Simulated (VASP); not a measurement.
# Hf5W (P1) in VASP: single point with PBE

Aim: the single point of Hf5W with PBE.

Program: VASP 6.6.1. These are calculated values, not measurements. Logs are shortened: lines on timing, memory, paths and dates and some standing lists are left out, and cuts for length are marked.

**1. The cell of the first run**

The typed cell holds 12 atoms: a = 5.931 Å, b = 6.244 Å, c = 7.467 Å, α = 102.20°, β = 96.35°, γ = 105.13°.

**2. Single point, PBE**

INCAR reads:

```
SYSTEM = Hf5W
PREC = Accurate ; ENCUT = 520
EDIFF = 1E-7 ; ISMEAR = 0
SIGMA = 0.1 ; LREAL = .False.
LASPH = .True. ; NELM = 100
ALGO = Fast ; ISIF = 2
LWAVE = .False. ; LCHARG = .False.
GGA = PE ; NBANDS = 76
ISYM = 0
```

KPOINTS reads:

```
Automatic mesh
0
Gamma
  3 3 2
  0 0 0.5
```

POSCAR reads:

```
Hf5W
1.0
   -3.5674769053     -3.4232578992      3.2754252345
   -3.8343435571      3.6039588427     -3.3615909428
    1.9213565419     -5.2784054755     -4.9190383891
Hf W
10 2
Direct
    0.1639794119      0.6658296652      0.6652360418
    0.1699801592      0.1708220929      0.6683031036
    0.8293120414      0.7684027696      0.3553878309
    0.3554358958      0.8786862593      0.3365052188
    0.8308193001      0.2626536030      0.3469099945
    0.3566244110      0.3762035054      0.3338385380
    0.5032774111      0.5745129949      0.9866502118
    0.9780037030      0.4604072419      0.9995091396
    0.5048389265      1.0686642284      0.9774857649
   -0.0211750886     -0.0420371810     -0.0028116583
    0.6671421639      0.6339494676      0.6682176119
    0.6675384600      0.2023133894      0.6652154704
```

Potentials or basis: VASP PAW PBE potentials, release 64 (Hf_pv, W_sv).

Launch:

```sh
> cat potpaw_PBE.64/Hf_pv/POTCAR potpaw_PBE.64/W_sv/POTCAR > POTCAR
> mpirun -np 1 vasp_std > vasp.out
```

OUTCAR:

```text
SYSTEM = Hf5W
   PREC = Accurate
   ENCUT = 520
   EDIFF = 1E-7
   ISMEAR = 0
   LREAL = .False.
   LASPH = .True.
   NELM = 100
   ISIF = 2
   GGA = PE
   ISYM = 0

 ion  position               nearest neighbor table
   1  0.164  0.666  0.665-  11 2.90  11 3.04   2 3.11   9 3.11   5 3.12   2 3.14   3 3.16   7 3.20
                             4 3.21   8 3.21  10 3.23   6 3.24  12 3.55
   2  0.170  0.171  0.668-  12 2.91  12 3.04   1 3.11   3 3.11   7 3.12   1 3.14   9 3.15   5 3.20
                            10 3.21   6 3.21   4 3.23   8 3.24  11 3.55
   3  0.829  0.768  0.355-  11 2.83   7 3.00   4 3.04   4 3.06   5 3.10   2 3.11   5 3.15   1 3.16
                             6 3.17  10 3.26   8 3.28  12 3.58
   4  0.355  0.879  0.337-  12 2.91   3 3.04   3 3.06   6 3.11   6 3.14   5 3.17   1 3.21   2 3.23
                             7 3.24   9 3.27   8 3.33  10 3.39
   5  0.831  0.263  0.347-  12 2.72   9 3.00   6 3.03   6 3.07   3 3.10   1 3.12   3 3.15   4 3.17
                             2 3.20   8 3.21  10 3.24  11 3.38
   6  0.357  0.376  0.334-  11 2.82   5 3.03   5 3.07   4 3.11   4 3.14   3 3.17   7 3.21   2 3.21
                             1 3.24   9 3.28  10 3.33   8 3.39  12 3.45
   7  0.503  0.575  0.987-  11 2.73   3 3.00   8 3.03   8 3.08   9 3.10   2 3.12   9 3.15  10 3.17
                             1 3.20   6 3.21   4 3.24  12 3.38
   8  0.978  0.460  1.000-  12 2.82   7 3.03   7 3.08  10 3.11  10 3.14   9 3.17   5 3.21   1 3.21
                             2 3.24   3 3.28   4 3.33   6 3.39  11 3.44
   9  0.505  0.069  0.977-  12 2.82   5 3.00  10 3.04  10 3.06   7 3.10   1 3.11   7 3.15   2 3.15
                             8 3.17   4 3.27   6 3.28  11 3.58
  10  0.979  0.958  0.997-  11 2.91   9 3.04   9 3.06   8 3.11   8 3.14   7 3.17   2 3.21   1 3.23
                             5 3.24   3 3.26   6 3.33   4 3.39
  11  0.667  0.634  0.668-  12 2.69   7 2.73   6 2.82   3 2.83   1 2.90  10 2.91   1 3.04   5 3.38
                             8 3.44   2 3.55   9 3.58
  12  0.668  0.202  0.665-  11 2.69   5 2.72   8 2.82   9 2.82   2 2.91   4 2.91   2 3.04   7 3.38
                             6 3.45   1 3.55   3 3.58

IMPORTANT INFORMATION: All symmetrisations will be switched off!
NOSYMM: (Re-)initialisation of all symmetry stuff for point group C_1.

----------------------------------------------------------------------------------------

                                     Primitive cell

  volume of cell :     256.8336

  direct lattice vectors                    reciprocal lattice vectors
    -3.567476905 -3.423257899  3.275425235    -0.138112172 -0.098585597  0.051841846
    -3.834343557  3.603958843 -3.361590943    -0.132880410  0.043823294 -0.098927417
     1.921356542 -5.278405475 -4.919038389    -0.001156021 -0.095593021 -0.101166602

  length of vectors
     5.930766947  6.244277662  7.466599895     0.177430744  0.171360200  0.139190673

  position of ions in fractional coordinates (direct lattice)
     0.163979412  0.665829665  0.665236042
     0.169980159  0.170822093  0.668303104
     0.829312041  0.768402770  0.355387831
     0.355435896  0.878686259  0.336505219
     0.830819300  0.262653603  0.346909995
     0.356624411  0.376203505  0.333838538
     0.503277411  0.574512995  0.986650212
     0.978003703  0.460407242  0.999509140
     0.504838926  0.068664228  0.977485765
     0.978824911  0.957962819  0.997188342
     0.667142164  0.633949468  0.668217612
     0.667538460  0.202313389  0.665215470

  ion indices of the primitive-cell ions
   primitive index   ion index
                 1           1
                 2           2
                 3           3
                 4           4
                 5           5
                 6           6
                 7           7
                 8           8
                 9           9
                10          10
                11          11
                12          12

----------------------------------------------------------------------------------------

 KPOINTS: Automatic mesh

Automatic generation of k-mesh.
 Grid dimensions read from file:
 generate k-points for:    3    3    2

 Generating k-lattice:

  Cartesian coordinates                     Fractional coordinates (reciprocal lattice)
    -0.046037391 -0.032861866  0.017280615     0.333333333  0.000000000 -0.000000000
    -0.044293470  0.014607765 -0.032975806     0.000000000  0.333333333  0.000000000
    -0.000578010 -0.047796511 -0.050583301     0.000000000  0.000000000  0.500000000

  Length of vectors
     0.059143581  0.057120067  0.069595337

  Shift w.r.t. Gamma in fractional coordinates (k-lattice)
     0.000000000  0.000000000  0.500000000

 Subroutine IBZKPT returns following result:
 ===========================================

 Found      9 irreducible k-points:

 Following reciprocal coordinates:
            Coordinates               Weight
  0.000000 -0.000000  0.250000      2.000000
  0.333333 -0.000000  0.250000      2.000000
 -0.333333 -0.000000  0.250000      2.000000
  0.000000  0.333333  0.250000      2.000000
  0.333333  0.333333  0.250000      2.000000
 -0.333333  0.333333  0.250000      2.000000
 -0.000000 -0.333333  0.250000      2.000000
  0.333333 -0.333333  0.250000      2.000000
 -0.333333 -0.333333  0.250000      2.000000
   k-points           NKPTS =      9   k-points in BZ     NKDIM =      9   number of bands    NBANDS=     76
   number of dos      NEDOS =    301   number of ions     NIONS =     12
   total plane-waves  NPLWV = 129024
   dimension x,y,z NGX =    48 NGY =   48 NGZ =   56
   dimension x,y,z NGXF=    96 NGYF=   96 NGZF=  112
   ions per type =              10   2
   NGX,Y,Z   is equivalent  to a cutoff of  13.45, 12.78, 12.47 a.u.
   NGXF,Y,Z  is equivalent  to a cutoff of  26.91, 25.56, 24.94 a.u.
 SYSTEM =  Hf5W
   PREC   = accura    normal or accurate (medium, high low for compatibility)
   ISTART =      0    job   : 0-new  1-cont  2-samecut
   ICHARG =      2    charge: 1-file 2-atom 10-const
   ISPIN  =      1    spin polarized calculation?
   LNONCOLLINEAR =      F non collinear calculations
   LSORBIT =      F    spin-orbit coupling
   LASPH  =      T    aspherical Exc in radial PAW
   ENCUT  =  520.0 eV  38.22 Ry    6.18 a.u.  11.03 11.61 13.88*2*pi/ulx,y,z
   NELM   =    100;   NELMIN=  2; NELMDL= -5     # of ELM steps
   EDIFF  = 0.1E-06   stopping-criterion for ELM
   LREAL  =      F    real-space projection
   EDIFFG = 0.1E-05   stopping-criterion for IOM
   NSW    =      0    number of steps for IOM
   IBRION =     -1    ionic relax: 0-MD 1-quasi-New 2-CG
   NFREE  =      0    steps in history (QN), initial steepest desc. (CG)
   ISIF   =      2    stress and relaxation
   ISYM   =      0    0-nonsym 1-usesym 2-fastsym
   POTIM  = 0.5000    time-step for ionic-motion
   TEBEG  =    0.0;   TEEND  =   0.0 temperature during run
   PSTRESS=    0.0 pullay stress
   NELECT =     128.0000    total number of electrons
   NUPDOWN=      -1.0000    fix difference up-down
   EMIN   =  10.00;   EMAX   =-10.00  energy-range for DOS
   EFERMI =   0.00;   METHOD = LEGACY
   ISMEAR =     0;   SIGMA  =   0.10  broadening in eV -4-tet -1-fermi 0-gaus
   EFERMI_NEDOS =   21; number of points for ismear=-14 and -15
   IALGO  =     68    algorithm
   IMIX   =      4    mixing-type and parameters
     AMIX     =   0.40;   BMIX     =  1.00
     AMIX_MAG =   1.60;   BMIX_MAG =  1.00
  volume/ion in A,a.u.               =      21.40       144.43
  Fermi-wavevector in a.u.,A,eV,Ry     =   1.297959  2.452786 22.921689  1.684697
  Thomas-Fermi vector in A             =   2.429318
   LORBIT       =      0    0 simple, 1 ext, 2 COOP (PROOUT), +10 PAW based schemes
   GGA     = PE    functional components
   LHFCALC =     F    Hartree Fock is set to
   AEXX    =    0.0000 exact exchange contribution
   IVDW    =     0    specifies the selected vdW correction
   LEPSILON=     F    determine dielectric tensor
   LRPA    =     F    only Hartree local field effects (RPA)
 non-spin polarized calculation
 RMM-DIIS sequential band-by-band and
 Gauss-broadening in eV      SIGMA  =   0.10
  energy-cutoff  :      520.00
  volume of cell :      256.83
 maximum number of plane-waves:      6939
 NGX is ok and might be reduce to    48
   NGX = 23   NGY = 23   NGZ = 27

 number of electron     128.0000005 magnetization

 Free energy of the ion-electron system (eV)
  ---------------------------------------------------
  ext. energy  EPLUGINS =         0.00000000
  ---------------------------------------------------
  free energy    TOTEN  =      -124.10530958 eV

  energy without entropy =     -124.05897359  energy(sigma->0) =     -124.08214159

 E-fermi :   5.3593     XC(G=0): -11.5473

 val. band max:        5.3305148709   @ k =  -0.3333   0.3333   0.2500
 cond. band min:       5.3859987537   @ k =   0.3333   0.3333   0.2500
 fundamental gap:      0.0554838829
 Fermi energy:         5.3592833182

 k-point     1 :       0.0000   -0.0000    0.2500
  band No.  band energies     occupation
      1     -67.8998      2.00000
      2     -67.8626      2.00000
      3     -32.4128      2.00000
      4     -32.1412      2.00000
      5     -32.1304      2.00000
      6     -32.0772      2.00000
[... 68 lines left out ...]
     75       7.2023      0.00000
     76       7.4862      0.00000

 k-point     2 :       0.3333   -0.0000    0.2500
  band No.  band energies     occupation
      1     -67.8998      2.00000
      2     -67.8626      2.00000
      3     -32.4124      2.00000
      4     -32.1388      2.00000
      5     -32.1279      2.00000
      6     -32.0747      2.00000
[... 545 lines left out ...]
 k-point     9 :      -0.3333   -0.3333    0.2500
  band No.  band energies     occupation
      1     -67.8993      2.00000
      2     -67.8632      2.00000
      3     -32.3915      2.00000
      4     -32.1366      2.00000
      5     -32.1257      2.00000
      6     -32.0769      2.00000
[... 68 lines left out ...]
     75       6.9622      0.00000
     76       7.3841      0.00000

------------------------ aborting loop because EDIFF is reached ----------------------------------------

  FORCE on cell =-STRESS in cart. coord.  units (eV):
  Direction    XX          YY          ZZ          XY          YZ          ZX
  --------------------------------------------------------------------------------------
  -------------------------------------------------------------------------------------
  Total       -0.6820310     -0.5729985     -0.7101590     -0.0890804     -0.0206834      0.1171909
  in kB       -4.2546400     -3.5744744     -4.4301079     -0.5557006     -0.1290271      0.7310593
  external PRESSURE =      -4.0864074 kB  Pullay stress =       0.0000000 kB

 VOLUME and BASIS-vectors are now :
 -----------------------------------------------------------------------------
  energy-cutoff  :      520.00
  volume of cell :      256.83
      direct lattice vectors                 reciprocal lattice vectors
    -3.567476905 -3.423257899  3.275425235    -0.138112172 -0.098585597  0.051841846
    -3.834343557  3.603958843 -3.361590943    -0.132880410  0.043823294 -0.098927417
     1.921356542 -5.278405475 -4.919038389    -0.001156021 -0.095593021 -0.101166602

 POSITION                                       TOTAL-FORCE (eV/Angst)
 -----------------------------------------------------------------------------------
     -1.85986     -1.67311     -4.97347         0.021752      0.013489     -0.007304
      0.02266     -3.49382     -3.30489        -0.030787     -0.017810      0.023965
     -5.22205     -1.94554     -1.61487         0.017864     -0.024604     -0.018672
     -3.99065      0.17379     -3.44486        -0.008627      0.007840     -0.001356
     -3.30450     -3.72865      0.13189         0.031073     -0.019929     -0.007919
     -2.07332     -1.62713     -1.73871        -0.004073      0.001304     -0.027305
     -2.10260     -4.86027     -5.13620        -0.029786      0.016851      0.030026
     -3.33395     -6.96448     -3.26095         0.014953      0.013295      0.005358
     -0.18618     -6.64030     -3.38555        -0.006995     -0.020589      0.005686
     -5.24914     -5.16188     -4.91942         0.006449      0.000283      0.010298
     -3.52691     -3.52620     -3.23289        -0.002070      0.003668     -0.005324
     -1.87905     -5.06730     -1.76584        -0.009753      0.026202     -0.007456
 -----------------------------------------------------------------------------------
    total drift:                                0.000136     -0.000425     -0.000143

  FREE ENERGIE OF THE ION-ELECTRON SYSTEM (eV)
  ---------------------------------------------------
  free  energy   TOTEN  =      -124.1053095845 eV

  energy  without entropy=     -124.0589735894  energy(sigma->0) =     -124.08214159
```

Wall time 13 min (1 thread of Intel Xeon 8259CL, shared host); peak memory 0.4 GiB.

Results:

```yaml
Free_energy: -124.1053 eV
Pressure: -0.4 GPa
Largest_force: 0.046 eV/Å
Band_gap_on_the_k_mesh: zero (bands 64 and 65 overlap by 0.38 eV)
```

Forces on the atoms (eV/Å):
```
Hf   0.022  0.013 -0.007
Hf  -0.031 -0.018  0.024
Hf   0.018 -0.025 -0.019
Hf  -0.009  0.008 -0.001
Hf   0.031 -0.020 -0.008
Hf  -0.004  0.001 -0.027
Hf  -0.030  0.017  0.030
Hf   0.015  0.013  0.005
Hf  -0.007 -0.021  0.006
Hf   0.006  0.000  0.010
W   -0.002  0.004 -0.005
W   -0.010  0.026 -0.007
```

Stress tensor (GPa, compression positive):
```
-0.43 -0.06  0.07
-0.06 -0.36 -0.01
 0.07 -0.01 -0.44
```

Caveat: the k points lie up to 0.44 Å⁻¹ apart; spin-orbit coupling is left out, which moves the levels of the heavy elements.

The gap in the log of VASP goes by the Fermi energy; the results here count the filled bands.